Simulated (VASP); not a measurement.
# Ge (P6_3/mmc) in VASP: further runs

The runs below take Ge through single point, with PBEsol.

All numbers are computed with VASP 6.6.1; they aren't measurements. Logs are shortened: lines on timing, memory, paths and dates and some standing lists are left out, and cuts for length are marked.

### 1 The cell of the first run

It takes space group P6_3/mmc (No. 194, hexagonal). Conventional cell: a = 3.998 Å, b = 3.998 Å, c = 6.599 Å, α = 90.00°, β = 90.00°, γ = 120.00°. Within 3.2 Å of Ge (site symmetry 3m) lie 4 Ge at 2.45 to 2.47 Å.

### 2 Single point, PBEsol

File INCAR:

```
ALGO = Normal
EDIFF = 1E-7
ENCUT = 520
GGA = PS
ISIF = 2
ISMEAR = -1
LASPH = True
LCHARG = False
LREAL = False
LWAVE = False
NBANDS = 36
NELM = 100
PREC = Accurate
SIGMA = 0.05
```

File KPOINTS:

```
k-points
0
Gamma
  6 6 3
```

File POSCAR:

```
Ge
1.0
    3.9975858400      0.0000000000      0.0000000000
   -1.9987929200      3.4620108900      0.0000000000
    0.0000000000      0.0000000000      6.5993779500
Ge
4
Direct
    0.6666666667      0.3333333333      0.0629012500
    0.3333333333      0.6666666667      0.5629012500
    0.6666666667      0.3333333333      0.4370987500
    0.3333333333      0.6666666667      0.9370987500
```

Potentials or basis: VASP PAW PBE potentials, release 64 (Ge_d).

Command:

```console
$ cat potpaw_PBE.64/Ge_d/POTCAR > POTCAR
$ mpirun -np 1 vasp_std > vasp.out
```

OUTCAR:

```text
EDIFF = 1E-7
   ENCUT = 520
   GGA = PS
   ISIF = 2
   ISMEAR = -1
   LASPH = True
   LREAL = False
   NELM = 100
   PREC = Accurate

 ion  position               nearest neighbor table
   1  0.667  0.333  0.063-   4 2.45   4 2.45   4 2.45   3 2.47
   2  0.333  0.667  0.563-   3 2.45   3 2.45   3 2.45   4 2.47
   3  0.667  0.333  0.437-   2 2.45   2 2.45   2 2.45   1 2.47
   4  0.333  0.667  0.937-   1 2.45   1 2.45   1 2.45   2 2.47

  LATTYP: Found a hexagonal cell.
 ALAT       =     3.9975858400
 C/A-ratio  =     1.6508408360

  Lattice vectors:

 A1 = (   3.9975858400,   0.0000000000,   0.0000000000)
 A2 = (  -1.9987929200,   3.4620108900,   0.0000000000)
 A3 = (   0.0000000000,   0.0000000000,   6.5993779500)

Analysis of symmetry for initial positions (statically):
=====================================================================
 Subroutine PRICEL returns:
 Original cell was already a primitive cell.

 Routine SETGRP: Setting up the symmetry group for a
 hexagonal supercell.

 Subroutine GETGRP returns: Found 24 space group operations
 (whereof 12 operations were pure point group operations)
 out of a pool of 24 trial point group operations.

The static configuration has the point symmetry D_3d.
 The point group associated with its full space group is D_6h.

Analysis of symmetry for dynamics (positions and initial velocities):
=====================================================================
 Subroutine PRICEL returns:
 Original cell was already a primitive cell.

 Routine SETGRP: Setting up the symmetry group for a
 hexagonal supercell.

 Subroutine GETGRP returns: Found 24 space group operations
 (whereof 12 operations were pure point group operations)
 out of a pool of 24 trial point group operations.

The dynamic configuration has the point symmetry D_3d.
 The point group associated with its full space group is D_6h.

 Subroutine INISYM returns: Found 24 space group operations
 (whereof 12 operations are pure point group operations),
 and found     1 'primitive' translations

----------------------------------------------------------------------------------------

                                     Primitive cell

  volume of cell :      91.3333

  direct lattice vectors                    reciprocal lattice vectors
     3.997585840  0.000000000  0.000000000     0.250150976  0.144424733  0.000000000
    -1.998792920  3.462010890  0.000000000     0.000000000  0.288849467  0.000000000
     0.000000000  0.000000000  6.599377950     0.000000000  0.000000000  0.151529433

  length of vectors
     3.997585840  3.997585839  6.599377950     0.288849467  0.288849467  0.151529433

  position of ions in fractional coordinates (direct lattice)
     0.666666667  0.333333333  0.062901250
     0.333333333  0.666666667  0.562901250
     0.666666667  0.333333333  0.437098750
     0.333333333  0.666666667  0.937098750

  ion indices of the primitive-cell ions
   primitive index   ion index
                 1           1
                 2           2
                 3           3
                 4           4

----------------------------------------------------------------------------------------

 KPOINTS: k-points

Automatic generation of k-mesh.
 Grid dimensions read from file:
 generate k-points for:    6    6    3

 Generating k-lattice:

  Cartesian coordinates                     Fractional coordinates (reciprocal lattice)
     0.041691829  0.024070789  0.000000000     0.166666667  0.000000000  0.000000000
     0.000000000  0.048141578  0.000000000     0.000000000  0.166666667  0.000000000
     0.000000000  0.000000000  0.050509811     0.000000000  0.000000000  0.333333333

  Length of vectors
     0.048141578  0.048141578  0.050509811

  Shift w.r.t. Gamma in fractional coordinates (k-lattice)
     0.000000000  0.000000000  0.000000000

 Subroutine IBZKPT returns following result:
 ===========================================

 Found     14 irreducible k-points:

 Following reciprocal coordinates:
            Coordinates               Weight
  0.000000  0.000000  0.000000      1.000000
  0.166667  0.000000  0.000000      6.000000
  0.333333  0.000000  0.000000      6.000000
  0.500000  0.000000  0.000000      3.000000
  0.166667  0.166667  0.000000      6.000000
  0.333333  0.166667  0.000000     12.000000
  0.333333  0.333333  0.000000      2.000000
  0.000000  0.000000  0.333333      2.000000
  0.166667  0.000000  0.333333     12.000000
  0.333333  0.000000  0.333333     12.000000
  0.500000  0.000000  0.333333      6.000000
  0.166667  0.166667  0.333333     12.000000
  0.333333  0.166667  0.333333     24.000000
  0.333333  0.333333  0.333333      4.000000
   k-points           NKPTS =     14   k-points in BZ     NKDIM =     14   number of bands    NBANDS=     36
   number of dos      NEDOS =    301   number of ions     NIONS =      4
   total plane-waves  NPLWV =  45000
   dimension x,y,z NGX =    30 NGY =   30 NGZ =   50
   dimension x,y,z NGXF=    60 NGYF=   60 NGZF=  100
   ions per type =               4
   NGX,Y,Z   is equivalent  to a cutoff of  12.48, 12.48, 12.60 a.u.
   NGXF,Y,Z  is equivalent  to a cutoff of  24.95, 24.95, 25.19 a.u.
 SYSTEM =  unknown system
   PREC   = accura    normal or accurate (medium, high low for compatibility)
   ISTART =      0    job   : 0-new  1-cont  2-samecut
   ICHARG =      2    charge: 1-file 2-atom 10-const
   ISPIN  =      1    spin polarized calculation?
   LNONCOLLINEAR =      F non collinear calculations
   LSORBIT =      F    spin-orbit coupling
   LASPH  =      T    aspherical Exc in radial PAW
   ENCUT  =  520.0 eV  38.22 Ry    6.18 a.u.   7.43  7.43 12.27*2*pi/ulx,y,z
   NELM   =    100;   NELMIN=  2; NELMDL= -5     # of ELM steps
   EDIFF  = 0.1E-06   stopping-criterion for ELM
   LREAL  =      F    real-space projection
   EDIFFG = 0.1E-05   stopping-criterion for IOM
   NSW    =      0    number of steps for IOM
   IBRION =     -1    ionic relax: 0-MD 1-quasi-New 2-CG
   NFREE  =      0    steps in history (QN), initial steepest desc. (CG)
   ISIF   =      2    stress and relaxation
   ISYM   =      2    0-nonsym 1-usesym 2-fastsym
   POTIM  = 0.5000    time-step for ionic-motion
   TEBEG  =    0.0;   TEEND  =   0.0 temperature during run
   PSTRESS=    0.0 pullay stress
   NELECT =      56.0000    total number of electrons
   NUPDOWN=      -1.0000    fix difference up-down
   EMIN   =  10.00;   EMAX   =-10.00  energy-range for DOS
   EFERMI =   0.00;   METHOD = LEGACY
   ISMEAR =    -1;   SIGMA  =   0.05  broadening in eV -4-tet -1-fermi 0-gaus
   EFERMI_NEDOS =   21; number of points for ismear=-14 and -15
   IALGO  =     38    algorithm
   IMIX   =      4    mixing-type and parameters
     AMIX     =   0.40;   BMIX     =  1.00
     AMIX_MAG =   1.60;   BMIX_MAG =  1.00
  volume/ion in A,a.u.               =      22.83       154.09
  Fermi-wavevector in a.u.,A,eV,Ry     =   1.390789  2.628209 26.317650  1.934293
  Thomas-Fermi vector in A             =   2.514690
   LORBIT       =      0    0 simple, 1 ext, 2 COOP (PROOUT), +10 PAW based schemes
   GGA     = PS    functional components
   LHFCALC =     F    Hartree Fock is set to
   AEXX    =    0.0000 exact exchange contribution
   IVDW    =     0    specifies the selected vdW correction
   LEPSILON=     F    determine dielectric tensor
   LRPA    =     F    only Hartree local field effects (RPA)
 non-spin polarized calculation
  energy-cutoff  :      520.00
  volume of cell :       91.33
 maximum number of plane-waves:      2491
 NGX is ok and might be reduce to    30
   NGX = 15   NGY = 15   NGZ = 25

 number of electron      56.0000053 magnetization

 Free energy of the ion-electron system (eV)
  ---------------------------------------------------
  ext. energy  EPLUGINS =         0.00000000
  ---------------------------------------------------
  free energy    TOTEN  =       -19.63034715 eV

  energy without entropy =      -19.62833500  energy(sigma->0) =      -19.62934108

 E-fermi :   4.8517     XC(G=0): -10.0792

 val. band max:        4.7963015564   @ k =   0.0000   0.0000   0.0000
 cond. band min:       4.9555639017   @ k =   0.0000   0.0000   0.0000
 fundamental gap:      0.1592623453
 Fermi energy:         4.8517463103

 k-point     1 :       0.0000    0.0000    0.0000
  band No.  band energies     occupation
      1     -20.0029      2.00000
      2     -20.0029      2.00000
      3     -19.9646      2.00000
      4     -19.9646      2.00000
      5     -19.9642      2.00000
      6     -19.9511      2.00000
[... 28 lines left out ...]
     35       9.3697      0.00000
     36      10.7795      0.00000

 k-point     2 :       0.1667    0.0000    0.0000
  band No.  band energies     occupation
      1     -20.0156      2.00000
      2     -20.0075      2.00000
      3     -19.9777      2.00000
      4     -19.9727      2.00000
      5     -19.9637      2.00000
      6     -19.9363      2.00000
[... 28 lines left out ...]
     35      10.4889      0.00000
     36      10.5438      0.00000

 k-point     3 :       0.3333    0.0000    0.0000
  band No.  band energies     occupation
      1     -20.0221      2.00000
      2     -20.0117      2.00000
      3     -19.9958      2.00000
      4     -19.9827      2.00000
      5     -19.9528      2.00000
      6     -19.9247      2.00000
[... 28 lines left out ...]
     35      11.6261      0.00000
     36      11.7914      0.00000
[... 352 lines left out ...]
 k-point    13 :       0.3333    0.1667    0.3333
  band No.  band energies     occupation
      1     -20.0165      2.00000
      2     -20.0051      2.00000
      3     -20.0048      2.00000
      4     -19.9951      2.00000
      5     -19.9374      2.00000
      6     -19.9160      2.00000
[... 28 lines left out ...]
     35      11.3448      0.00000
     36      12.2351      0.00000

 k-point    14 :       0.3333    0.3333    0.3333
  band No.  band energies     occupation
      1     -20.0238      2.00000
      2     -20.0134      2.00000
      3     -20.0013      2.00000
      4     -20.0013      2.00000
      5     -19.9181      2.00000
      6     -19.9181      2.00000
[... 28 lines left out ...]
     35      11.6003      0.00000
     36      11.6003      0.00000

------------------------ aborting loop because EDIFF is reached ----------------------------------------

  FORCE on cell =-STRESS in cart. coord.  units (eV):
  Direction    XX          YY          ZZ          XY          YZ          ZX
  --------------------------------------------------------------------------------------
  -------------------------------------------------------------------------------------
  Total        0.1207258      0.1207258     -0.1818051      0.0000000      0.0000000      0.0000000
  in kB        2.1177827      2.1177827     -3.1892418      0.0000000      0.0000000      0.0000000
  external PRESSURE =       0.3487745 kB  Pullay stress =       0.0000000 kB

 VOLUME and BASIS-vectors are now :
 -----------------------------------------------------------------------------
  energy-cutoff  :      520.00
  volume of cell :       91.33
      direct lattice vectors                 reciprocal lattice vectors
     3.997585840  0.000000000  0.000000000     0.250150976  0.144424733  0.000000000
    -1.998792920  3.462010890  0.000000000     0.000000000  0.288849467  0.000000000
     0.000000000  0.000000000  6.599377950     0.000000000  0.000000000  0.151529433

 POSITION                                       TOTAL-FORCE (eV/Angst)
 -----------------------------------------------------------------------------------
      1.99879      1.15400      0.41511        -0.000000     -0.000000      0.020305
     -0.00000      2.30801      3.71480         0.000000      0.000000      0.020305
      1.99879      1.15400      2.88458        -0.000000     -0.000000     -0.020305
     -0.00000      2.30801      6.18427         0.000000     -0.000000     -0.020305
 -----------------------------------------------------------------------------------
    total drift:                                0.000000     -0.000000      0.000000

  FREE ENERGIE OF THE ION-ELECTRON SYSTEM (eV)
  ---------------------------------------------------
  free  energy   TOTEN  =       -19.6303471496 eV

  energy  without entropy=      -19.6283350010  energy(sigma->0) =      -19.62934108
```

Wall time 72 s (1 thread of AMD EPYC 7R43 (Zen 3), shared host); peak memory 0.17 GiB.

What came out:

- Free energy: -19.6303 eV
- Pressure: 0.0 GPa
- Largest force: 0.020 eV/Å
- Band gap on the k mesh: 0.16 eV, direct

Forces in eV/Å, atoms in the order of the input:
```
Ge   0.000  0.000  0.020
Ge   0.000  0.000  0.020
Ge   0.000  0.000 -0.020
Ge   0.000  0.000 -0.020
```

Stress tensor (GPa, compression positive):
```
 0.21  0.00  0.00
 0.00  0.21  0.00
 0.00  0.00 -0.32
```

Caveat: the PAW data sets were made with another functional, which shifts forces and pressure a little. A k mesh can miss the band edges.

### 3 Single point, PBEsol

File INCAR:

```
SYSTEM = Ge
ALGO = Normal
EDIFF = 1E-7
ENCUT = 520
GGA = PS
ISIF = 2
ISMEAR = -1
LASPH = .True.
LCHARG = .False.
LREAL = .False.
LWAVE = .False.
NBANDS = 36
NELM = 60
PREC = Accurate
SIGMA = 0.05
```

File KPOINTS:

```
k-points
0
Gamma
  6 6 3
  0 0 0
```

POSCAR is that of step 2.

Potentials or basis: VASP PAW PBE potentials, release 64 (Ge_d).

Command:

```console
$ cat potpaw_PBE.64/Ge_d/POTCAR > POTCAR
$ mpirun -np 1 vasp_std > vasp.out
```

Run time: 60 s. Hardware: 1 thread of AMD EPYC 7R43 (Zen 3), shared host; peak memory 0.16 GiB.

It converged, with:

| Quantity | Value |
| --- | --- |
| Free energy | -19.6303 eV |
| Pressure | 0.0 GPa |
| Largest force | 0.020 eV/Å |
| Band gap on the k mesh | 0.16 eV, direct |

Forces in eV/Å, atoms in the order of the input:
```
Ge   0.000  0.000  0.020
Ge   0.000  0.000  0.020
Ge   0.000  0.000 -0.020
Ge   0.000  0.000 -0.020
```

Stress tensor (GPa, compression positive):
```
 0.21  0.00  0.00
 0.00  0.21  0.00
 0.00  0.00 -0.32
```

Levels at points of the mesh, in eV from the valence-band top:
```csv
k point,band 24,band 25,band 26,band 27,band 28,band 29,band 30,band 31,band 32,band 33
"(0.00, 0.00, 0.00)",-1.44,-1.44,-0.12,-0.10,0.00,0.16,0.16,2.28,2.28,2.77
"(0.50, 0.00, 0.00)",-6.72,-4.57,-3.04,-2.80,-1.41,0.50,1.64,3.53,3.72,4.34
```

Caveat: the PAW data sets were made with another functional, which shifts forces and pressure a little.
